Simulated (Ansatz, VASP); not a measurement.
Al4Ni: VASP beside Ansatz

```
CELL_PARAMETERS angstrom
-3.91162 3.91162 1.30198
3.91162 -3.91162 1.30198
3.91162 3.91162 -1.30198
ATOMIC_POSITIONS crystal
Al 0.99952 0.72673 0.72625
Al 0.00048 0.27327 0.27375
Al 0.27327 0.99952 0.27278
Al 0.72673 0.00048 0.72722
Ni 0.50000 0.50000 0.00000
```

Alike in both runs: functional PBE; k mesh 14 × 14 × 14; occupations gaussian, width 0.1 eV; no spin polarisation.

Ansatz relaxed the structure, and its values are those at the end. VASP's run is a single point on that final structure, the one shown.

|  | VASP | Ansatz |
| --- | --- | --- |
| version | VASP 6.6.1 | Ansatz 0.2.0 |
| potentials or method | VASP PAW PBE potentials, release 64 (Al, Ni), cutoff 520 eV | scalar-relativistic, plane waves, PAW |
| valence electrons in the cell | 22 | 30 |

```csv
,VASP,Ansatz,Ansatz less VASP
gap on the k mesh at the Fermi level (eV),none,none,-
pressure (GPa),0.0,0.0,+0.02
```

A gap of «none» marks a metal or a gap that the smearing closes. With one functional, cell and mesh, what is left measures potentials, basis and numerics. VASP's potentials hold 22 valence electrons a cell and Ansatz's 30, so a difference there can come from the potentials and not from the codes.
